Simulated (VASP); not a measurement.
HfBr, 2 atoms in the cell. It takes space group Fm-3m (No. 225, cubic). Conventional cell: a = 5.847 Å, b = 5.847 Å, c = 5.847 Å, α = 90.00°, β = 90.00°, γ = 90.00°. Hf (site symmetry m-3m) has 6 Br at 2.92 Å within 3.9 Å. Within 3.9 Å of Br (site symmetry m-3m) lie 6 Hf at 2.92 Å. 

| Item | Value |
| --- | --- |
| Program | VASP 6.6.1 |
| Task | relaxation of cell and atoms |
| Functional | PBE |
| Potentials or basis | VASP PAW PBE potentials, release 64 (Hf_pv, Br) |
| Cutoff | 600 eV |
| k mesh | 6 × 6 × 6 |
| Occupations | gaussian, width 0.1 eV |
| Spin | no spin polarisation |
| Dipole correction | no |
| Further INCAR settings | ALGO = Normal; EDIFF = 1e-06; IBRION = 2; EDIFFG = -0.04; NSW = 90; ISIF = 3 |

Potentials or basis: VASP PAW PBE potentials, release 64 (Hf_pv, Br).

Command:

```sh
$ cat potpaw_PBE.64/Hf_pv/POTCAR potpaw_PBE.64/Br/POTCAR > POTCAR
$ mpirun -np 1 vasp_std > vasp.out
```

Hardware: 1 thread of Intel(R) Xeon(R) 6975P-C (Granite Rapids), on a shared host.

Q: Estimate the wall time of this run.

A: It took 15 s on 1 thread of Intel(R) Xeon(R) 6975P-C (Granite Rapids), on a shared host, peak memory 0.21 GiB. Counts: scf iterations 26, k points 16, ion steps 3.
